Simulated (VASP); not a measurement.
Set up this calculation in VASP 6.6.1, as the native input.

| Item | Value |
| --- | --- |
| Task | single point |
| Functional | PBEsol |
| Potentials or basis | VASP PAW PBE potentials, release 64 (W_sv, S) |
| Cutoff | 520 eV |
| k mesh | 12 × 12 × 2 |
| Occupations | gaussian, width 0.05 eV |
| Spin | no spin polarisation |
| Dipole correction | no |
| Further INCAR settings | ALGO = Normal; EDIFF = 1e-06; NBANDS = 35 |

The structure of WS2 lies in POSCAR:

```
WS2
1.0
    3.1458813836      0.0000000000      0.0000000000
   -1.5729406918      2.7244131955      0.0000000000
    0.0000000000      0.0000000000     23.5674572586
W S
2 4
Direct
    0.3333333333      0.6666666667      0.6345758579
    0.6666666667      0.3333333333      0.3654241421
    0.3333333333      0.6666666667      0.3005381600
    0.6666666667      0.3333333333      0.5696405238
    0.3333333333      0.6666666667      0.4335418306
    0.6666666667      0.3333333333      0.7026441944
```

This cell differs from its parent crystal: all S atoms moved +0.037 Å, as atom 3 along Cartesian [0 0 1].

One way to write it, as run:

INCAR

```
SYSTEM = WS2
  PREC = Accurate
  ENCUT = 520
  EDIFF = 1E-6
  ISMEAR = 0
  SIGMA = 0.05
  LREAL = .False.
  LASPH = .True.
  NELM = 100
  ALGO = Normal
  ISIF = 2
  LWAVE = .False.
  LCHARG = .False.
  GGA = PS
  NBANDS = 35
```

KPOINTS

```
regular mesh
0
Gamma
  12 12 2
  0 0 0
```

Potentials or basis: VASP PAW PBE potentials, release 64 (W_sv, S).

Command:

```sh
$ cat potpaw_PBE.64/W_sv/POTCAR potpaw_PBE.64/S/POTCAR > POTCAR
$ mpirun -np 1 vasp_std > vasp.out
```

Results of the run:

```json
{
 "Largest force": "1.253 eV/Å",
 "Band gap on the k mesh": "1.51 eV, indirect (least direct gap 1.88 eV)"
}
```

Caveat: the cell differs from its parent crystal (all S atoms moved +0.037 Å, as atom 3 along Cartesian [0 0 1]); the PAW data sets were made with another functional, which shifts forces and pressure a little; spin-orbit coupling is left out, which moves the levels of the heavy elements.

It took 2.8 min on 1 thread of Intel(R) Xeon(R) 6975P-C (Granite Rapids) (shared host), peak memory 0.43 GiB.
